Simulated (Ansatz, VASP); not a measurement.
**Sb: VASP beside Ansatz**

```
Sb
1.0
     3.49077    0.00000    0.00000
    -1.74538    3.02309    0.00000
     0.00000    0.00000    5.35646
Sb
2
Direct
  0.33333 0.66667 0.25000
  0.66667 0.33333 0.75000
```

Change from the starting cell: volume scaled by 1.03.

Alike in both runs: task single point; functional PBE; k mesh 13 × 13 × 7; occupations fermi-dirac, width 0.05 eV; no spin polarisation.

|  | VASP | Ansatz |
| --- | --- | --- |
| version | VASP 6.6.1 | Ansatz 0.2.0 |
| potentials or method | VASP PAW PBE potentials, release 64 (Sb), cutoff 520 eV | all-electron LAPW, scalar-relativistic |

VASP gave:

```
pressure (GPa) : -1.8
```

**Question.** What did Ansatz give for the same quantities?

**Answer.** Pressure (GPa): -1.6.

Ansatz ran all-electron here, and VASP with PAW potentials.

Neither program's run includes spin-orbit coupling.
